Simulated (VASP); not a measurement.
Set up this calculation in VASP 6.6.1, as the native input.

```
Task                   : single point
Functional             : PBEsol
Potentials or basis    : VASP PAW PBE potentials, release 64 (Sn_d)
Cutoff                 : 520 eV
k mesh                 : 8 × 8 × 8
Occupations            : gaussian, width 0.1 eV
Spin                   : no spin polarisation
Dipole correction      : no
Further INCAR settings : ALGO = Normal; EDIFF = 1e-07; NBANDS = 21
```

The structure of Sn lies in POSCAR:

```
Sn
1.0
    0.0000000000      3.2702167962      3.2702167962
    3.2702167962      0.0000000000      3.2702167962
    3.2702167962      3.2702167962      0.0000000000
Sn
2
Direct
    0.0000000000      0.0000000000      0.0000000000
    0.2500000000      0.2500000000      0.2500000000
```

One way to write it, as run:

INCAR

```
PREC = Accurate
ENCUT = 520
EDIFF = 1E-7
ISMEAR = 0
SIGMA = 0.1
LREAL = False
LASPH = True
NELM = 100
ALGO = Normal
ISIF = 2
LWAVE = False
LCHARG = False
GGA = PS
NBANDS = 21
```

KPOINTS

```
Automatic mesh
0
Gamma
  8 8 8
```

Potentials or basis: VASP PAW PBE potentials, release 64 (Sn_d).

Launch:

```sh
$ cat potpaw_PBE.64/Sn_d/POTCAR > POTCAR
$ mpirun -np 1 vasp_std > vasp.out
```

It gave:

| Quantity | Value |
| --- | --- |
| Pressure | -0.1 GPa |
| Band gap on the k mesh | zero (band 14 reaches 5.33 eV, above the bottom of band 15 at 5.14 eV) |

Caveat: the PAW data sets were made with another functional, which shifts forces and pressure a little; spin-orbit coupling is left out, which moves the levels of the heavy elements.

It took 90 s on 1 thread of Intel Xeon 8259CL (shared host), peak memory 0.18 GiB.
